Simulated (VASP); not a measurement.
Input of a VASP 6.6.1 run:

File INCAR:

```
PREC = Accurate ; ENCUT = 520
EDIFF = 1E-6 ; ISMEAR = 0
SIGMA = 0.02 ; LREAL = False
LASPH = True ; NELM = 60
ALGO = Normal ; ISIF = 2
LWAVE = False ; LCHARG = False
GGA = PE ; NBANDS = 41
```

File KPOINTS:

```
regular mesh
0
Gamma
  12 12 2
```

POSCAR

```
Al5InAs6
1.0
    4.0914712011      0.0000000000      0.0000000000
   -2.0457356006      3.5433179990      0.0000000000
    0.0000000000      0.0000000000     20.2185019000
Al In As
5 1 6
Direct
    0.6666666667      0.3333333333      0.1668170000
    0.6666666667      0.3333333333      0.4933670000
    0.6666666667      0.3333333333      0.8398800000
    0.3333333333      0.6666666667      0.0034040000
    0.3333333333      0.6666666667      0.3302570000
    0.3333333333      0.6666666667      0.6682430000
    0.6666666667      0.3333333333      0.2899900000
    0.6666666667      0.3333333333      0.6156930000
    0.6666666667      0.3333333333      0.9631460000
    0.3333333333      0.6666666667      0.1265760000
    0.3333333333      0.6666666667      0.4534420000
    0.3333333333      0.6666666667      0.8001850000
```

Potentials or basis: VASP PAW PBE potentials, release 64 (Al, In_d, As).

Command:

```bash
$ cat potpaw_PBE.64/Al/POTCAR potpaw_PBE.64/In_d/POTCAR potpaw_PBE.64/As/POTCAR > POTCAR
$ mpirun -np 1 vasp_std > vasp.out
```

**Question.** Predict the pressure.

**Answer.** 0.1 GPa.

**Question.** Estimate the band gap on the k mesh.

**Answer.** 0.93 eV.

Forces on the atoms (eV/Å):
```
Al   0.000  0.000 -0.001
Al   0.000  0.000 -0.001
Al   0.000  0.000 -0.001
Al   0.000  0.000 -0.001
Al   0.000  0.000 -0.001
In   0.000  0.000  0.000
As   0.000  0.000  0.001
As   0.000  0.000  0.005
As   0.000  0.000  0.000
As   0.000  0.000  0.001
As   0.000  0.000  0.002
As   0.000  0.000 -0.004
```

Caveat: spin-orbit coupling is left out, which moves the levels of the heavy elements. A k mesh can miss the band edges.
